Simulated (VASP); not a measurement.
GaSb:

```
CELL_PARAMETERS angstrom
0.00000 3.01766 3.01766
3.01766 0.00000 3.01766
3.01766 3.01766 0.00000
ATOMIC_POSITIONS crystal
Sb 0.75000 0.75000 0.75000
Ga 0.00000 0.00000 0.00000
```

Base run:

```yaml
Program: VASP 6.6.1
Functional: revPBE
Potentials_or_basis: VASP PAW PBE potentials, release 64 (Sb, Ga_d)
Cutoff: 520 eV
k_mesh: 8 × 8 × 8
Occupations: fermi-dirac, width 0.05 eV
Spin: no spin polarisation
```

Its results: band gap on the k mesh 0.40 eV, direct; pressure 6.1 GPa.

Q: The run is repeated on the same cell with these changes: functional from revPBE to RPBE. What comes out?

A: Band gap on the k mesh 0.43 eV, direct; pressure 6.6 GPa.

Caveats: the PAW data sets were made with another functional, which shifts forces and pressure a little; spin-orbit coupling is left out, which moves the levels of the heavy elements.

A k mesh can miss the band edges.
